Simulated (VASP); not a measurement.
Set up this calculation in VASP 6.6.1, as the native input.

| Property | Result |
| --- | --- |
| Task | single point |
| Functional | PBE |
| Potentials or basis | VASP PAW PBE potentials, release 64 (Mg, O) |
| Cutoff | 600 eV |
| k mesh | 10 × 10 × 10 |
| Occupations | gaussian, width 0.01 eV |
| Spin | no spin polarisation |
| Dipole correction | no |
| Further INCAR settings | ALGO = Normal; EDIFF = 1e-06; NBANDS = 11 |

The structure of MgO (rock salt) lies in POSCAR:

```
MgO
1.0
    0.0000000000      1.6927255444      1.6927255444
    1.6927255444      0.0000000000      1.6927255444
    1.6927255444      1.6927255444      0.0000000000
Mg O
1 1
Direct
    0.0000000000      0.0000000000      0.0000000000
    0.5000000000      0.5000000000      0.5000000000
```

This cell differs from its parent crystal: volume scaled by 0.52.

The input as run:

INCAR

```
SYSTEM = MgO
  ALGO = Normal
  EDIFF = 1E-6
  ENCUT = 600
  GGA = PE
  GGA_COMPAT = .FALSE.
  ISIF = 2
  ISMEAR = 0
  LASPH = .TRUE.
  LCHARG = .TRUE.
  LELF = .TRUE.
  LREAL = .FALSE.
  LVHAR = .TRUE.
  LWAVE = .FALSE.
  NBANDS = 11
  NELM = 120
  PREC = Accurate
  SIGMA = 0.01
```

KPOINTS

```
k-points
0
G
  10 10 10
  0 0 0
```

Potentials or basis: VASP PAW PBE potentials, release 64 (Mg, O).

Launch:

```sh
$ cat potpaw_PBE.64/Mg/POTCAR potpaw_PBE.64/O/POTCAR > POTCAR
$ mpirun -np 1 vasp_std > vasp.out
```

It gave:

The pressure is 430.8 GPa and the band gap on the k mesh is 8.75 eV, indirect (least direct gap 11.17 eV).

Wall time 12 s on 1 thread of Intel Xeon 8259CL, with other jobs on the host, peak memory 0.13 GiB.
